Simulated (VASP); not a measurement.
# W (I4/mmm) in VASP: a series of runs

The runs below take W through single point, with LDA.

Program: VASP 6.6.1. These are calculated values, not measurements. Logs are shortened: lines on timing, memory, paths and dates and some standing lists are left out, and cuts for length are marked.

### 1 The cell of the first run

Symmetry: I4/mmm, No. 139, tetragonal system. Conventional cell: a = 2.762 Å, b = 2.762 Å, c = 4.112 Å, α = 90.00°, β = 90.00°, γ = 90.00°. W (site symmetry 4/mmm) has 12 W at 2.76 to 2.84 Å within 3.6 Å.

### 2 Single point, LDA (15.68 Å³/atom)

INCAR

```
SYSTEM = W
ALGO = Fast
EDIFF = 1E-6
ENCUT = 520
ISIF = 2
ISMEAR = 0
LASPH = .TRUE.
LCHARG = .FALSE.
LREAL = .FALSE.
LWAVE = .FALSE.
NBANDS = 13
NELM = 100
PREC = Accurate
SIGMA = 0.15
```

KPOINTS

```
k-points
0
G
  22 22 22
  0 0 0
```

POSCAR

```
W
1.0
    0.0000000000      1.9526990082      2.0558015159
    1.9526990082      0.0000000000      2.0558015159
    1.9526990082      1.9526990082      0.0000000000
W
1
Direct
    0.0000000000      0.0000000000      0.0000000000
```

Potentials or basis: VASP PAW LDA potentials, release 64 (W_sv).

Launch:

```bash
cat potpaw_LDA.64/W_sv/POTCAR > POTCAR
mpirun -np 1 vasp_std > vasp.out
```

OUTCAR:

```text
SYSTEM = W
   EDIFF = 1E-6
   ENCUT = 520
   ISIF = 2
   ISMEAR = 0
   LASPH = .TRUE.
   LREAL = .FALSE.
   NELM = 100
   PREC = Accurate

 ion  position               nearest neighbor table
   1  0.000  0.000  0.000-

  LATTYP: Found a body centered tetragonal cell.
 ALAT       =     2.7615334206
 C/A-ratio  =     1.4888840385

  Lattice vectors:

 A1 = (  -1.9526990082,   0.0000000000,   2.0558015159)
 A2 = (   1.9526990082,   0.0000000000,   2.0558015159)
 A3 = (   0.0000000000,   1.9526990082,  -2.0558015159)

Analysis of symmetry for initial positions (statically):
=====================================================================
 Subroutine PRICEL returns:
 Original cell was already a primitive cell.

 Routine SETGRP: Setting up the symmetry group for a
 body centered tetragonal supercell.

 Subroutine GETGRP returns: Found 16 space group operations
 (whereof 16 operations were pure point group operations)
 out of a pool of 16 trial point group operations.

The static configuration has the point symmetry D_4h.

Analysis of symmetry for dynamics (positions and initial velocities):
=====================================================================
 Subroutine PRICEL returns:
 Original cell was already a primitive cell.

 Routine SETGRP: Setting up the symmetry group for a
 body centered tetragonal supercell.

 Subroutine GETGRP returns: Found 16 space group operations
 (whereof 16 operations were pure point group operations)
 out of a pool of 16 trial point group operations.

The dynamic configuration has the point symmetry D_4h.

 Subroutine INISYM returns: Found 16 space group operations
 (whereof 16 operations are pure point group operations),
 and found     1 'primitive' translations

----------------------------------------------------------------------------------------

                                     Primitive cell

  volume of cell :      15.6777

  direct lattice vectors                    reciprocal lattice vectors
     0.000000000  1.952699008  2.055801516    -0.256055848  0.256055848  0.243214141
     1.952699008  0.000000000  2.055801516     0.256055848 -0.256055848  0.243214141
     1.952699008  1.952699008  0.000000000     0.256055848  0.256055848 -0.243214141

  length of vectors
     2.835375335  2.835375335  2.761533421     0.436213609  0.436213609  0.436213609

  position of ions in fractional coordinates (direct lattice)
     0.000000000  0.000000000  0.000000000

  ion indices of the primitive-cell ions
   primitive index   ion index
                 1           1

----------------------------------------------------------------------------------------

 KPOINTS: k-points

Automatic generation of k-mesh.
 Grid dimensions read from file:
 generate k-points for:   22   22   22

 Generating k-lattice:

  Cartesian coordinates                     Fractional coordinates (reciprocal lattice)
    -0.011638902  0.011638902  0.011055188     0.045454545  0.000000000  0.000000000
     0.011638902 -0.011638902  0.011055188     0.000000000  0.045454545  0.000000000
     0.011638902  0.011638902 -0.011055188    -0.000000000 -0.000000000  0.045454545

  Length of vectors
     0.019827891  0.019827891  0.019827891

  Shift w.r.t. Gamma in fractional coordinates (k-lattice)
     0.000000000  0.000000000  0.000000000

 Subroutine IBZKPT returns following result:
 ===========================================

 Found    834 irreducible k-points:

 Following reciprocal coordinates:
            Coordinates               Weight
  0.000000  0.000000  0.000000      1.000000
  0.045455 -0.000000  0.000000      8.000000
  0.090909 -0.000000  0.000000      8.000000
  0.136364  0.000000  0.000000      8.000000
  0.181818  0.000000  0.000000      8.000000
  0.227273 -0.000000  0.000000      8.000000
[... 16 lines left out ...]
  0.500000  0.045455  0.000000      8.000000
 -0.454545  0.045455  0.000000      8.000000
 [... further k-points ...]
   k-points           NKPTS =    834   k-points in BZ     NKDIM =    834   number of bands    NBANDS=     13
   number of dos      NEDOS =    301   number of ions     NIONS =      1
   total plane-waves  NPLWV =  13824
   dimension x,y,z NGX =    24 NGY =   24 NGZ =   24
   dimension x,y,z NGXF=    48 NGYF=   48 NGZF=   48
   ions per type =               1
   NGX,Y,Z   is equivalent  to a cutoff of  14.07, 14.07, 14.45 a.u.
   NGXF,Y,Z  is equivalent  to a cutoff of  28.14, 28.14, 28.90 a.u.
 SYSTEM =  W
   PREC   = accura    normal or accurate (medium, high low for compatibility)
   ISTART =      0    job   : 0-new  1-cont  2-samecut
   ICHARG =      2    charge: 1-file 2-atom 10-const
   ISPIN  =      1    spin polarized calculation?
   LNONCOLLINEAR =      F non collinear calculations
   LSORBIT =      F    spin-orbit coupling
   LASPH  =      T    aspherical Exc in radial PAW
   ENCUT  =  520.0 eV  38.22 Ry    6.18 a.u.   5.27  5.27  5.13*2*pi/ulx,y,z
   NELM   =    100;   NELMIN=  2; NELMDL= -5     # of ELM steps
   EDIFF  = 0.1E-05   stopping-criterion for ELM
   LREAL  =      F    real-space projection
   EDIFFG = 0.1E-04   stopping-criterion for IOM
   NSW    =      0    number of steps for IOM
   IBRION =     -1    ionic relax: 0-MD 1-quasi-New 2-CG
   NFREE  =      0    steps in history (QN), initial steepest desc. (CG)
   ISIF   =      2    stress and relaxation
   ISYM   =      2    0-nonsym 1-usesym 2-fastsym
   POTIM  = 0.5000    time-step for ionic-motion
   TEBEG  =    0.0;   TEEND  =   0.0 temperature during run
   PSTRESS=    0.0 pullay stress
   NELECT =      14.0000    total number of electrons
   NUPDOWN=      -1.0000    fix difference up-down
   EMIN   =  10.00;   EMAX   =-10.00  energy-range for DOS
   EFERMI =   0.00;   METHOD = LEGACY
   ISMEAR =     0;   SIGMA  =   0.15  broadening in eV -4-tet -1-fermi 0-gaus
   EFERMI_NEDOS =   21; number of points for ismear=-14 and -15
   IALGO  =     68    algorithm
   IMIX   =      4    mixing-type and parameters
     AMIX     =   0.40;   BMIX     =  1.00
     AMIX_MAG =   1.60;   BMIX_MAG =  1.00
  volume/ion in A,a.u.               =      15.68       105.80
  Fermi-wavevector in a.u.,A,eV,Ry     =   1.576486  2.979127 33.814690  2.485310
  Thomas-Fermi vector in A             =   2.677312
   LORBIT       =      0    0 simple, 1 ext, 2 COOP (PROOUT), +10 PAW based schemes
   GGA     = CA    functional components
   LHFCALC =     F    Hartree Fock is set to
   AEXX    =    0.0000 exact exchange contribution
   IVDW    =     0    specifies the selected vdW correction
   LEPSILON=     F    determine dielectric tensor
   LRPA    =     F    only Hartree local field effects (RPA)
 non-spin polarized calculation
 RMM-DIIS sequential band-by-band and
 Gauss-broadening in eV      SIGMA  =   0.15
  energy-cutoff  :      520.00
  volume of cell :       15.68
 maximum number of plane-waves:       436
 NGX is ok and might be reduce to    24
   NGX = 11   NGY = 11   NGZ = 11

 number of electron      13.9999999 magnetization

 Free energy of the ion-electron system (eV)
  ---------------------------------------------------
  ext. energy  EPLUGINS =         0.00000000
  ---------------------------------------------------
  free energy    TOTEN  =       -13.64049600 eV

  energy without entropy =      -13.62851822  energy(sigma->0) =      -13.63450711

 E-fermi :  11.0652     XC(G=0): -13.8804

 val. band max:       11.0651257280   @ k =  -0.2273   0.4091   0.3182
 cond. band min:      11.0702782464   @ k =  -0.1364   0.0455   0.0000
 fundamental gap:      0.0051525185
 Fermi energy:        11.0652238628

 k-point     1 :       0.0000    0.0000    0.0000
  band No.  band energies     occupation
      1     -62.1513      2.00000
      2     -25.9990      2.00000
      3     -25.9420      2.00000
      4     -25.9420      2.00000
      5       1.8667      2.00000
      6       9.8913      2.00000
      7      10.6152      1.99998
      8      10.6152      1.99998
      9      13.0672      0.00000
     10      14.1847      0.00000
     11      23.9680      0.00000
     12      28.1935      0.00000
     13      29.9109      0.00000

 k-point     2 :       0.0455   -0.0000    0.0000
  band No.  band energies     occupation
      1     -62.1486      2.00000
      2     -26.0133      2.00000
      3     -25.9624      2.00000
      4     -25.9447      2.00000
      5       1.9640      2.00000
      6       9.9037      2.00000
      7      10.5708      2.00000
      8      10.6616      1.99986
      9      13.0351      0.00000
     10      14.1294      0.00000
     11      24.1645      0.00000
     12      28.2040      0.00000
     13      29.6221      0.00000

 k-point     3 :       0.0909   -0.0000    0.0000
  band No.  band energies     occupation
      1     -62.1406      2.00000
      2     -26.0825      2.00000
      3     -25.9937      2.00000
      4     -25.9527      2.00000
      5       2.2480      2.00000
      6       9.8868      2.00000
      7      10.4993      2.00000
      8      10.7913      1.99019
      9      12.9634      0.00000
     10      13.9840      0.00000
     11      24.7129      0.00000
     12      27.8369      0.00000
     13      29.5631      0.00000
[... 305 lines left out ...]
 k-point    23 :       0.5000    0.0455    0.0000
  band No.  band energies     occupation
      1     -62.0151      2.00000
      2     -27.3108      2.00000
      3     -26.2258      2.00000
      4     -26.0805      2.00000
      5       5.2601      2.00000
      6       9.6116      2.00000
      7      10.5816      1.99999
      8      11.7900      0.00000
      9      16.1086      0.00000
     10      16.6515      0.00000
     11      21.9456      0.00000
     12      23.7594      0.00000
     13      30.1136      0.00000

 k-point    24 :      -0.4545    0.0455    0.0000
  band No.  band energies     occupation
      1     -62.0156      2.00000
      2     -27.3064      2.00000
      3     -26.2286      2.00000
      4     -26.0747      2.00000
      5       5.2609      2.00000
      6       9.6538      2.00000
      7      10.5750      2.00000
      8      11.6913      0.00000
      9      15.9288      0.00000
     10      16.7724      0.00000
     11      21.9923      0.00000
     12      23.8844      0.00000
     13      29.9123      0.00000

 [... further k-points ...]

------------------------ aborting loop because EDIFF is reached ----------------------------------------

  FORCE on cell =-STRESS in cart. coord.  units (eV):
  Direction    XX          YY          ZZ          XY          YZ          ZX
  --------------------------------------------------------------------------------------
  -------------------------------------------------------------------------------------
  Total       -0.1804177     -0.1804177      0.8999135      0.0000000      0.0000000     -0.0000000
  in kB      -18.4377511    -18.4377511     91.9664753      0.0000000      0.0000000     -0.0000000
  external PRESSURE =      18.3636577 kB  Pullay stress =       0.0000000 kB

 VOLUME and BASIS-vectors are now :
 -----------------------------------------------------------------------------
  energy-cutoff  :      520.00
  volume of cell :       15.68
      direct lattice vectors                 reciprocal lattice vectors
     0.000000000  1.952699008  2.055801516    -0.256055848  0.256055848  0.243214141
     1.952699008  0.000000000  2.055801516     0.256055848 -0.256055848  0.243214141
     1.952699008  1.952699008  0.000000000     0.256055848  0.256055848 -0.243214141

 POSITION                                       TOTAL-FORCE (eV/Angst)
 -----------------------------------------------------------------------------------
      0.00000      0.00000      0.00000        -0.000000     -0.000000      0.000000
 -----------------------------------------------------------------------------------
    total drift:                               -0.000000     -0.000000      0.000000

  FREE ENERGIE OF THE ION-ELECTRON SYSTEM (eV)
  ---------------------------------------------------
  free  energy   TOTEN  =       -13.6404959965 eV

  energy  without entropy=      -13.6285182172  energy(sigma->0) =      -13.63450711
```

It took 2.6 min on 1 thread of AMD EPYC 7R13 (Zen 3), shared host; peak memory 0.23 GiB.

Results:

```yaml
Free_energy: -13.6405 eV
Pressure: 1.8 GPa
Band_gap_on_the_k_mesh: zero (bands 7 and 8 overlap by 4.29 eV)
```

Stress tensor (GPa, compression positive):
```
-1.84  0.00  0.00
 0.00 -1.84  0.00
 0.00  0.00  9.20
```

Levels at points of the mesh, in eV from the Fermi level:
```tsv
k point	band 5	band 6	band 7	band 8	band 9	band 10
(0.00, 0.00, 0.00)	-9.20	-1.17	-0.45	-0.45	2.00	3.12
(0.50, 0.00, 0.00)	-5.89	-1.35	-0.56	0.88	5.03	5.47
(0.50, 0.50, 0.00)	-5.90	-4.79	2.71	5.29	6.01	6.01
(0.50, 0.00, 0.50)	-5.86	-4.90	3.76	5.10	5.60	6.53
```

Caveat: spin-orbit coupling is left out, which moves the levels of the heavy elements.

(Continued in part 2 of 2.)
